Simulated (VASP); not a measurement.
# BP (I-4m2) in VASP: a series of runs, part 2 of 2

VASP 6.6.1.

## 3. Single point, HSE06 (biaxial xy strain +5.8%)

Contents of POSCAR:

```
BP
1.0
    0.0000000000      2.3987436943      2.2683155501
    2.3987436943      0.0000000000      2.2683155501
    2.3987436943      2.3987436943      0.0000000000
B P
1 1
Direct
    0.0000000000      0.0000000000      0.0000000000
    0.2500000000      0.2500000000      0.2500000000
```

Contents of INCAR.step1:

```
SYSTEM = BP
PREC = Accurate ; ENCUT = 520
EDIFF = 1E-5 ; ISMEAR = 0
SIGMA = 0.01 ; LREAL = .False.
LASPH = .True. ; NELM = 100
ALGO = Normal ; ISIF = 2
LWAVE = .True. ; LCHARG = .False.
GGA = PE ; NBANDS = 11
```

Contents of INCAR.step2:

```
SYSTEM = BP
PREC = Accurate ; ENCUT = 520
EDIFF = 1E-7 ; ISMEAR = 0
SIGMA = 0.01 ; LREAL = .False.
LASPH = .True. ; NELM = 100
ALGO = Normal ; ISIF = 2
LWAVE = .False. ; LCHARG = .False.
GGA = PE ; LHFCALC = .True.
HFSCREEN = 0.2079 ; PRECFOCK = Normal
ISTART = 1 ; NBANDS = 11
```

Contents of KPOINTS:

```
Automatic mesh
0
Gamma
  6 6 6
  0 0 0
```

Potentials or basis: VASP PAW PBE potentials, release 64 (B, P).

Run with:

```sh
> cat potpaw_PBE.64/B/POTCAR potpaw_PBE.64/P/POTCAR > POTCAR
> cp INCAR.step1 INCAR
> mpirun -np 1 vasp_std > vasp.out
> cp INCAR.step2 INCAR
> mpirun -np 1 vasp_std > vasp.out
```

OUTCAR:

```text
SYSTEM = BP
   PREC = Accurate
   ENCUT = 520
   EDIFF = 1E-7
   ISMEAR = 0
   LREAL = .False.
   LASPH = .True.
   NELM = 100
   ISIF = 2
   GGA = PE
   LHFCALC = .True.
   HFSCREEN = 0.2079
   PRECFOCK = Normal
   ISTART = 1

 ion  position               nearest neighbor table
   1  0.000  0.000  0.000-   2 2.04   2 2.04   2 2.04   2 2.04
   2  0.250  0.250  0.250-   1 2.04   1 2.04   1 2.04   1 2.04

  LATTYP: Found a body centered tetragonal cell.
 ALAT       =     3.3923358651
 C/A-ratio  =     1.3373177894

  Lattice vectors:

 A1 = (   0.0000000000,  -2.3987436943,  -2.2683155501)
 A2 = (   0.0000000000,   2.3987436943,  -2.2683155501)
 A3 = (   2.3987436943,   0.0000000000,   2.2683155501)

Analysis of symmetry for initial positions (statically):
=====================================================================
 Subroutine PRICEL returns:
 Original cell was already a primitive cell.

 Routine SETGRP: Setting up the symmetry group for a
 body centered tetragonal supercell.

 Subroutine GETGRP returns: Found  8 space group operations
 (whereof  8 operations were pure point group operations)
 out of a pool of 16 trial point group operations.

The static configuration has the point symmetry D_2d.

Analysis of symmetry for dynamics (positions and initial velocities):
=====================================================================
 Subroutine PRICEL returns:
 Original cell was already a primitive cell.

 Routine SETGRP: Setting up the symmetry group for a
 body centered tetragonal supercell.

 Subroutine GETGRP returns: Found  8 space group operations
 (whereof  8 operations were pure point group operations)
 out of a pool of 16 trial point group operations.

The dynamic configuration has the point symmetry D_2d.

 Subroutine INISYM returns: Found  8 space group operations
 (whereof  8 operations are pure point group operations),
 and found     1 'primitive' translations

----------------------------------------------------------------------------------------

[... 129 lines left out ...]
   LEPSILON=     F    determine dielectric tensor
   LRPA    =     F    only Hartree local field effects (RPA)
 non-spin polarized calculation
 Gauss-broadening in eV      SIGMA  =   0.01
  energy-cutoff  :      520.00
  volume of cell :       26.10
 maximum number of plane-waves:       720
 NGX is ok and might be reduce to    28
  NGX = 20; NGY = 20; NGZ = 20

 number of electron       8.0000000 magnetization

 Free energy of the ion-electron system (eV)
  ---------------------------------------------------
  ext. energy  EPLUGINS =         0.00000000
  ---------------------------------------------------
  free energy    TOTEN  =       -14.60833744 eV

  energy without entropy =      -14.60833744  energy(sigma->0) =      -14.60833744

 E-fermi :   6.1801     XC(G=0):  -8.6464

 val. band max:        6.0949759180   @ k =   0.0000   0.0000   0.0000
 cond. band min:       7.5111421779   @ k =   0.3333   0.3333   0.0000
 fundamental gap:      1.4161662599
 Fermi energy:         6.1800718344

 k-point     1 :       0.0000    0.0000    0.0000
  band No.  band energies     occupation
      1     -10.3135      2.00000
      2       5.5843      2.00000
      3       5.5843      2.00000
      4       6.0950      2.00000
      5       9.7328      0.00000
      6      10.0635      0.00000
      7      10.0635      0.00000
      8      12.6717      0.00000
      9      17.6113      0.00000
     10      18.1578      0.00000
     11      19.4516      0.00000
[... 309 lines left out ...]
 k-point    24 :       0.5000    0.0000    0.3333
  band No.  band energies     occupation
      1      -6.3542      2.00000
      2      -2.3450      2.00000
      3       0.7491      2.00000
      4       2.2893      2.00000
      5       8.7883      0.00000
      6      11.0136      0.00000
      7      15.8014      0.00000
      8      17.0857      0.00000
      9      19.6640      0.00000
     10      21.9376      0.00000
     11      23.0433      0.00000

 [... further k-points ...]

------------------------ aborting loop because EDIFF is reached ----------------------------------------

  FORCE on cell =-STRESS in cart. coord.  units (eV):
  Direction    XX          YY          ZZ          XY          YZ          ZX
  --------------------------------------------------------------------------------------
  -------------------------------------------------------------------------------------
  Total       -3.5100609     -3.5100609     -1.3234107      0.0000000     -0.0000000      0.0000000
  in kB     -215.4388767   -215.4388767    -81.2276830      0.0000000     -0.0000000      0.0000000
  external PRESSURE =    -170.7018121 kB  Pullay stress =       0.0000000 kB

 VOLUME and BASIS-vectors are now :
 -----------------------------------------------------------------------------
  energy-cutoff  :      520.00
  volume of cell :       26.10
      direct lattice vectors                 reciprocal lattice vectors
     0.000000000  2.398743694  2.268315550    -0.208442445  0.208442445  0.220427885
     2.398743694  0.000000000  2.268315550     0.208442445 -0.208442445  0.220427885
     2.398743694  2.398743694  0.000000000     0.208442445  0.208442445 -0.220427885

 POSITION                                       TOTAL-FORCE (eV/Angst)
 -----------------------------------------------------------------------------------
      0.00000      0.00000      0.00000         0.000000      0.000000      0.000000
      1.19937      1.19937      1.13416        -0.000000     -0.000000      0.000000
 -----------------------------------------------------------------------------------
    total drift:                               -0.000000     -0.000000     -0.000000

  FREE ENERGIE OF THE ION-ELECTRON SYSTEM (eV)
  ---------------------------------------------------
  free  energy   TOTEN  =       -14.6083374431 eV

  energy  without entropy=      -14.6083374431  energy(sigma->0) =      -14.60833744
```

Run time: 11 min. Hardware: 1 thread of AMD EPYC 9R45 (Zen 5), shared host; peak memory 0.23 GiB.

What came out:

```yaml
Free_energy: -14.6083 eV
Pressure: -17.1 GPa
Band_gap_on_the_k_mesh: 1.42 eV, indirect (least direct gap 3.64 eV)
```

Caveat: the cell differs from its parent crystal (biaxial xy strain +5.8%); the PAW data sets were made with another functional, which shifts forces and pressure a little.
